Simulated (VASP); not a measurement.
# W (C2/m) in VASP: a series of runs

Runs on W. Level: PBEsol. Tasks: single point.

All numbers are computed with VASP 6.6.1; they aren't measurements. Logs are shortened: lines on timing, memory, paths and dates and some standing lists are left out, and cuts for length are marked.

### Step 1. The cell of the first run

It takes space group C2/m (No. 12, monoclinic). Conventional cell: a = 4.018 Å, b = 3.998 Å, c = 2.690 Å, α = 90.00°, β = 126.28°, γ = 90.00°. Within 3.5 Å of W (site symmetry 2/m) lie 12 W at 2.69 to 3.25 Å.

### Step 2. Single point, PBEsol (engineering shear strain xz -0.2000, normal strain along z +0.1000)

File INCAR:

```
  PREC = Accurate
  ENCUT = 500
  EDIFF = 1E-6
  ISMEAR = 0
  SIGMA = 0.15
  LREAL = F
  LASPH = T
  NELM = 120
  ALGO = Normal
  ISIF = 2
  LWAVE = F
  LCHARG = F
  GGA = PS
  NBANDS = 13
  GGA_COMPAT = F
```

File KPOINTS:

```
regular mesh
0
Gamma
  20 20 20
```

File POSCAR:

```
W
1.0
   -0.1999126922      1.9991269217      2.1990396139
    1.7992142295      0.0000000000      1.9991269217
    1.9991269217      1.9991269217     -0.1999126922
W
1
Direct
    0.0000000000      0.0000000000      0.0000000000
```

Potentials or basis: VASP PAW PBE potentials, release 64 (W_sv).

The run is started by

```console
$ cat potpaw_PBE.64/W_sv/POTCAR > POTCAR
$ mpirun -np 1 vasp_std > vasp.out
```

OUTCAR:

```text
PREC = Accurate
   ENCUT = 500
   EDIFF = 1E-6
   ISMEAR = 0
   LREAL = F
   LASPH = T
   NELM = 120
   ISIF = 2
   GGA = PS

 ion  position               nearest neighbor table
   1  0.000  0.000  0.000-

  LATTYP: Found a base centered monoclinic cell.
 ALAT       =     4.0181953828
 B/A-ratio  =     0.9950371902
 C/A-ratio  =     0.6693428135
 COS(beta)  =    -0.5916842550

  Lattice vectors:

 A1 = (  -1.9991269217,   1.9991269217,   0.1999126922)
 A2 = (  -1.9991269217,  -1.9991269217,   0.1999126922)
 A3 = (   1.7992142295,   0.0000000000,   1.9991269217)

Analysis of symmetry for initial positions (statically):
=====================================================================
 Subroutine PRICEL returns:
 Original cell was already a primitive cell.

 Routine SETGRP: Setting up the symmetry group for a
 base centered monoclinic supercell.

 Subroutine GETGRP returns: Found  4 space group operations
 (whereof  4 operations were pure point group operations)
 out of a pool of  4 trial point group operations.

The static configuration has the point symmetry C_2h.

Analysis of symmetry for dynamics (positions and initial velocities):
=====================================================================
 Subroutine PRICEL returns:
 Original cell was already a primitive cell.

 Routine SETGRP: Setting up the symmetry group for a
 base centered monoclinic supercell.

 Subroutine GETGRP returns: Found  4 space group operations
 (whereof  4 operations were pure point group operations)
 out of a pool of  4 trial point group operations.

The dynamic configuration has the point symmetry C_2h.

 Subroutine INISYM returns: Found  4 space group operations
 (whereof  4 operations are pure point group operations),
 and found     1 'primitive' translations

----------------------------------------------------------------------------------------

                                     Primitive cell

  volume of cell :      17.4172

  direct lattice vectors                    reciprocal lattice vectors
    -0.199912692  1.999126922  2.199039614    -0.229457966  0.250109182  0.206512169
     1.799214229  0.000000000  1.999126922     0.275349559 -0.250109182  0.252403762
     1.999126922  1.999126922 -0.199912692     0.229457966  0.250109182 -0.206512169

  length of vectors
     2.978632028  2.689550203  2.834251574     0.397306981  0.449532693  0.397306981

  position of ions in fractional coordinates (direct lattice)
     0.000000000  0.000000000  0.000000000

  ion indices of the primitive-cell ions
   primitive index   ion index
                 1           1

----------------------------------------------------------------------------------------

 KPOINTS: regular mesh

Automatic generation of k-mesh.
 Grid dimensions read from file:
 generate k-points for:   20   20   20

 Generating k-lattice:

  Cartesian coordinates                     Fractional coordinates (reciprocal lattice)
    -0.011472898  0.012505459  0.010325608     0.050000000  0.000000000 -0.000000000
     0.013767478 -0.012505459  0.012620188    -0.000000000  0.050000000  0.000000000
     0.011472898  0.012505459 -0.010325608    -0.000000000 -0.000000000  0.050000000

  Length of vectors
     0.019865349  0.022476635  0.019865349

  Shift w.r.t. Gamma in fractional coordinates (k-lattice)
     0.000000000  0.000000000  0.000000000

 Subroutine IBZKPT returns following result:
 ===========================================

 Found   2112 irreducible k-points:

 Following reciprocal coordinates:
            Coordinates               Weight
  0.000000  0.000000  0.000000      1.000000
  0.050000 -0.000000  0.000000      4.000000
  0.100000  0.000000 -0.000000      4.000000
  0.150000  0.000000  0.000000      4.000000
  0.200000  0.000000 -0.000000      4.000000
  0.250000 -0.000000  0.000000      4.000000
[... 16 lines left out ...]
 -0.450000  0.050000 -0.000000      4.000000
 -0.400000  0.050000 -0.000000      4.000000
 [... further k-points ...]
   k-points           NKPTS =   2112   k-points in BZ     NKDIM =   2112   number of bands    NBANDS=     13
   number of dos      NEDOS =    301   number of ions     NIONS =      1
   total plane-waves  NPLWV =  11520
   dimension x,y,z NGX =    24 NGY =   20 NGZ =   24
   dimension x,y,z NGXF=    48 NGYF=   40 NGZF=   48
   ions per type =               1
   NGX,Y,Z   is equivalent  to a cutoff of  13.40, 12.36, 14.08 a.u.
   NGXF,Y,Z  is equivalent  to a cutoff of  26.79, 24.72, 28.15 a.u.
 SYSTEM =  unknown system
   PREC   = accura    normal or accurate (medium, high low for compatibility)
   ISTART =      0    job   : 0-new  1-cont  2-samecut
   ICHARG =      2    charge: 1-file 2-atom 10-const
   ISPIN  =      1    spin polarized calculation?
   LNONCOLLINEAR =      F non collinear calculations
   LSORBIT =      F    spin-orbit coupling
   LASPH  =      T    aspherical Exc in radial PAW
   ENCUT  =  500.0 eV  36.75 Ry    6.06 a.u.   5.43  4.90  5.17*2*pi/ulx,y,z
   NELM   =    120;   NELMIN=  2; NELMDL= -5     # of ELM steps
   EDIFF  = 0.1E-05   stopping-criterion for ELM
   LREAL  =      F    real-space projection
   EDIFFG = 0.1E-04   stopping-criterion for IOM
   NSW    =      0    number of steps for IOM
   IBRION =     -1    ionic relax: 0-MD 1-quasi-New 2-CG
   NFREE  =      0    steps in history (QN), initial steepest desc. (CG)
   ISIF   =      2    stress and relaxation
   ISYM   =      2    0-nonsym 1-usesym 2-fastsym
   POTIM  = 0.5000    time-step for ionic-motion
   TEBEG  =    0.0;   TEEND  =   0.0 temperature during run
   PSTRESS=    0.0 pullay stress
   NELECT =      14.0000    total number of electrons
   NUPDOWN=      -1.0000    fix difference up-down
   EMIN   =  10.00;   EMAX   =-10.00  energy-range for DOS
   EFERMI =   0.00;   METHOD = LEGACY
   ISMEAR =     0;   SIGMA  =   0.15  broadening in eV -4-tet -1-fermi 0-gaus
   EFERMI_NEDOS =   21; number of points for ismear=-14 and -15
   IALGO  =     38    algorithm
   IMIX   =      4    mixing-type and parameters
     AMIX     =   0.40;   BMIX     =  1.00
     AMIX_MAG =   1.60;   BMIX_MAG =  1.00
  volume/ion in A,a.u.               =      17.42       117.54
  Fermi-wavevector in a.u.,A,eV,Ry     =   1.522153  2.876452 31.524016  2.316950
  Thomas-Fermi vector in A             =   2.630771
   LORBIT       =      0    0 simple, 1 ext, 2 COOP (PROOUT), +10 PAW based schemes
   GGA     = PS    functional components
   LHFCALC =     F    Hartree Fock is set to
   AEXX    =    0.0000 exact exchange contribution
   IVDW    =     0    specifies the selected vdW correction
   LEPSILON=     F    determine dielectric tensor
   LRPA    =     F    only Hartree local field effects (RPA)
 non-spin polarized calculation
 Gauss-broadening in eV      SIGMA  =   0.15
  energy-cutoff  :      500.00
  volume of cell :       17.42
 maximum number of plane-waves:       460
 NGX is ok and might be reduce to    24
   NGX = 11   NGY =  9   NGZ = 11

 number of electron      14.0000001 magnetization

 Free energy of the ion-electron system (eV)
  ---------------------------------------------------
  ext. energy  EPLUGINS =         0.00000000
  ---------------------------------------------------
  free energy    TOTEN  =       -13.25249864 eV

  energy without entropy =      -13.24452469  energy(sigma->0) =      -13.24851166

 E-fermi :   9.8387     XC(G=0): -13.2039

 val. band max:        9.8383856743   @ k =   0.3000   0.1500   0.1500
 cond. band min:       9.8397022373   @ k =   0.4500  -0.1000   0.3000
 fundamental gap:      0.0013165630
 Fermi energy:         9.8387278486

 k-point     1 :       0.0000    0.0000    0.0000
  band No.  band energies     occupation
      1     -64.2471      2.00000
      2     -28.1092      2.00000
      3     -27.9630      2.00000
      4     -27.6368      2.00000
      5       0.8633      2.00000
      6       7.3679      2.00000
      7       8.5649      2.00000
      8      10.7495      0.00000
      9      11.6113      0.00000
     10      12.9496      0.00000
     11      22.2799      0.00000
     12      24.5603      0.00000
     13      28.4614      0.00000

 k-point     2 :       0.0500   -0.0000    0.0000
  band No.  band energies     occupation
      1     -64.2455      2.00000
      2     -28.1203      2.00000
      3     -27.9734      2.00000
      4     -27.6400      2.00000
      5       0.9533      2.00000
      6       7.3878      2.00000
      7       8.5327      2.00000
      8      10.7773      0.00000
      9      11.6185      0.00000
     10      12.8916      0.00000
     11      22.4326      0.00000
     12      24.5271      0.00000
     13      28.3136      0.00000

 k-point     3 :       0.1000    0.0000   -0.0000
  band No.  band energies     occupation
      1     -64.2410      2.00000
      2     -28.1615      2.00000
      3     -27.9948      2.00000
      4     -27.6493      2.00000
      5       1.2158      2.00000
      6       7.4389      2.00000
      7       8.4488      2.00000
      8      10.8457      0.00000
      9      11.6601      0.00000
     10      12.7403      0.00000
     11      22.8524      0.00000
     12      24.3190      0.00000
     13      28.1664      0.00000

 k-point     4 :       0.1500    0.0000    0.0000
  band No.  band energies     occupation
      1     -64.2339      2.00000
      2     -28.2425      2.00000
      3     -28.0108      2.00000
      4     -27.6630      2.00000
      5       1.6273      2.00000
      6       7.4974      2.00000
      7       8.3510      2.00000
      8      10.9052      0.00000
      9      11.7835      0.00000
     10      12.5633      0.00000
     11      23.3534      0.00000
     12      23.8638      0.00000
     13      28.4594      0.00000

 k-point     5 :       0.2000    0.0000   -0.0000
  band No.  band energies     occupation
      1     -64.2251      2.00000
      2     -28.3556      2.00000
      3     -28.0187      2.00000
      4     -27.6796      2.00000
      5       2.1463      2.00000
      6       7.5405      2.00000
      7       8.2879      2.00000
      8      10.9067      0.00000
      9      11.9631      0.00000
     10      12.5045      0.00000
     11      22.8461      0.00000
     12      24.1219      0.00000
     13      29.2071      0.00000
[... 257 lines left out ...]
 k-point    22 :       0.5000    0.0500   -0.0000
  band No.  band energies     occupation
      1     -64.1820      2.00000
      2     -28.8825      2.00000
      3     -28.0320      2.00000
      4     -27.7765      2.00000
      5       4.1491      2.00000
      6       8.0529      2.00000
      7       9.1456      2.00000
      8      10.3668      0.00000
      9      12.4166      0.00000
     10      14.7881      0.00000
     11      18.2826      0.00000
     12      23.0364      0.00000
     13      27.1216      0.00000

 k-point    23 :      -0.4500    0.0500   -0.0000
  band No.  band energies     occupation
      1     -64.1817      2.00000
      2     -28.8864      2.00000
      3     -28.0309      2.00000
      4     -27.7750      2.00000
      5       4.1543      2.00000
      6       8.0864      2.00000
      7       9.0362      2.00000
      8      10.3591      0.00000
      9      12.4157      0.00000
     10      14.8513      0.00000
     11      18.3398      0.00000
     12      23.0552      0.00000
     13      27.1225      0.00000

 k-point    24 :      -0.4000    0.0500   -0.0000
  band No.  band energies     occupation
      1     -64.1845      2.00000
      2     -28.8513      2.00000
      3     -28.0296      2.00000
      4     -27.7686      2.00000
      5       4.0814      2.00000
      6       8.0995      2.00000
      7       8.6857      2.00000
      8      10.4071      0.00000
      9      12.3360      0.00000
     10      14.6663      0.00000
     11      18.7988      0.00000
     12      23.2944      0.00000
     13      27.6142      0.00000

 [... further k-points ...]

------------------------ aborting loop because EDIFF is reached ----------------------------------------

  FORCE on cell =-STRESS in cart. coord.  units (eV):
  Direction    XX          YY          ZZ          XY          YZ          ZX
  --------------------------------------------------------------------------------------
  -------------------------------------------------------------------------------------
  Total       -2.2022859     -1.7737188     -1.7638644      0.0000000      0.0000000      0.8164598
  in kB     -202.5847234   -163.1615259   -162.2550329      0.0000000      0.0000000     75.1048215
  external PRESSURE =    -176.0004274 kB  Pullay stress =       0.0000000 kB

 VOLUME and BASIS-vectors are now :
 -----------------------------------------------------------------------------
  energy-cutoff  :      500.00
  volume of cell :       17.42
      direct lattice vectors                 reciprocal lattice vectors
    -0.199912692  1.999126922  2.199039614    -0.229457966  0.250109182  0.206512169
     1.799214229  0.000000000  1.999126922     0.275349559 -0.250109182  0.252403762
     1.999126922  1.999126922 -0.199912692     0.229457966  0.250109182 -0.206512169

 POSITION                                       TOTAL-FORCE (eV/Angst)
 -----------------------------------------------------------------------------------
      0.00000      0.00000      0.00000         0.000000      0.000000     -0.000000
 -----------------------------------------------------------------------------------
    total drift:                                0.000000      0.000000      0.000000

  FREE ENERGIE OF THE ION-ELECTRON SYSTEM (eV)
  ---------------------------------------------------
  free  energy   TOTEN  =       -13.2524986351 eV

  energy  without entropy=      -13.2445246874  energy(sigma->0) =      -13.24851166
```

It took 90 s on 1 thread of Intel Xeon 6975P-C (Granite Rapids), shared host; peak memory 0.5 GiB.

What came out:

```yaml
Free_energy: -13.2525 eV
Pressure: -17.6 GPa
Band_gap_on_the_k_mesh: zero (bands 7 and 8 overlap by 3.99 eV)
```

Caveat: the cell differs from its parent crystal (engineering shear strain xz -0.2000, normal strain along z +0.1000); the cell stands under tension; the PAW data sets were made with another functional, which shifts forces and pressure a little; spin-orbit coupling is left out, which moves the levels of the heavy elements.

[end of part 1 of 2]
